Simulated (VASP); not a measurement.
Input of a VASP 6.6.1 run:

INCAR

```
SYSTEM = GaAgC4N4
ALGO = Normal
EDIFF = 1E-6
EDIFFG = -0.04
ENCUT = 600
GGA = PE
IBRION = 2
ISIF = 3
ISMEAR = 0
LASPH = .True.
LCHARG = .False.
LREAL = .False.
LWAVE = .False.
NELM = 80
NSW = 90
PREC = Accurate
SIGMA = 0.1
```

The input KPOINTS:

```
k-points
0
Gamma
  4 4 4
  0 0 0
```

The input POSCAR:

```
GaAgC4N4
1.0
    5.9778846900      0.0000000000      0.0000000000
    0.0000000000      5.9778846900      0.0000000000
    0.0000000000      0.0000000000      5.9778846900
Ga Ag C N
1 1 4 4
Direct
    0.5000000000      0.5000000000      0.5000000000
    0.0000000000      0.0000000000      0.0000000000
    0.1952868500      0.1952868500      0.1952868500
    0.1952868500      0.8047131500      0.8047131500
    0.8047131500      0.1952868500      0.8047131500
    0.8047131500      0.8047131500      0.1952868500
    0.3082866500      0.3082866500      0.3082866500
    0.3082866500      0.6917133500      0.6917133500
    0.6917133500      0.3082866500      0.6917133500
    0.6917133500      0.6917133500      0.3082866500
```

Potentials or basis: VASP PAW PBE potentials, release 64 (Ga_d, Ag, C, N).

Launch:

```console
$ cat potpaw_PBE.64/Ga_d/POTCAR potpaw_PBE.64/Ag/POTCAR potpaw_PBE.64/C/POTCAR potpaw_PBE.64/N/POTCAR > POTCAR
$ mpirun -np 1 vasp_std > vasp.out
```

(1) Estimate the relaxed cell.

(2) What does it give for the band gap on the k mesh?

(3) Estimate the space group after relaxing (to 0.1 Å).

(4) Predict the relaxed volume.

## Answers

(1) a = 6.039 Å, b = 6.039 Å, c = 6.039 Å, α = 90.00°, β = 90.00°, γ = 90.00°.

(2) 4.30 eV (least direct gap 4.39 eV).

(3) P-43m (No. 215).

(4) 22.03 Å³/atom.
